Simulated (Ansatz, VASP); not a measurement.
## Mo in VASP and in Ansatz

Contents of INCAR:

```
PREC     = Accurate       # precision mode
ENCUT    = 600            # plane-wave cutoff, eV
EDIFF    = 1E-6           # SCF threshold, eV
ISMEAR   = -1             # smearing method
SIGMA    = 0.05           # smearing width, eV
LREAL    = F              # projectors in reciprocal space
LASPH    = T              # aspherical terms in the spheres
NELM     = 100            # most SCF steps
ALGO     = Normal         # electronic algorithm
ISIF     = 3              # what is computed and relaxed
LWAVE    = F              # write WAVECAR
LCHARG   = F              # write CHGCAR
GGA      = PE             # functional
IBRION   = 2              # ionic algorithm
NSW      = 45             # ionic steps
EDIFFG   = -0.005         # ionic threshold
```

File KPOINTS:

```
regular mesh
0
Gamma
  18 18 18
```

Contents of POSCAR:

```
Mo
1.0
   -1.5802780018      1.5802780018      1.5802780018
    1.5802780018     -1.5802780018      1.5802780018
    1.5802780018      1.5802780018     -1.5802780018
Mo
1
Direct
    0.0000000000      0.0000000000      0.0000000000
```

Input for Ansatz:

```yaml
crystal:
  lattice:
    - [-1.5802780018, 1.5802780018, 1.5802780018]
    - [1.5802780018, -1.5802780018, 1.5802780018]
    - [1.5802780018, 1.5802780018, -1.5802780018]
  atoms:
    - { symbol: Mo, position: [0.0, 0.0, 0.0] }
kpoints:
  mp_grid: { grid: [18, 18, 18] }
scf:
  occupations: { method: fermi_dirac, width: 0.05 }
hamiltonian:
  xc: pbe
  pseudopotentials: { kind: all_electron, lapw: { basis_error: 0.0005 } }
output:
  forces: true
  stress: true
  eigenvalues: true
  populations: true
relax:
  f_tol: 0.005
  max_steps: 25
  cell: {}
```

Alike in both runs: task relaxation of cell and atoms; functional PBE; k mesh 18 × 18 × 18; occupations fermi-dirac, width 0.05 eV; no spin polarisation.

|  | VASP | Ansatz |
| --- | --- | --- |
| version | VASP 6.6.1 | Ansatz 0.2.0 |
| potentials or method | VASP PAW PBE potentials, release 64 (Mo_sv), cutoff 600 eV | all-electron LAPW, scalar-relativistic |

|  | VASP | Ansatz | Ansatz less VASP |
| --- | --- | --- | --- |
| relaxed volume (Å³/atom) | 15.81 | 15.79 | -0.023 |
| relaxed cell length with the largest relative difference (Å) | 2.738 | 2.737 | -0.0013 |

Ansatz ran all-electron here, and VASP with PAW potentials.
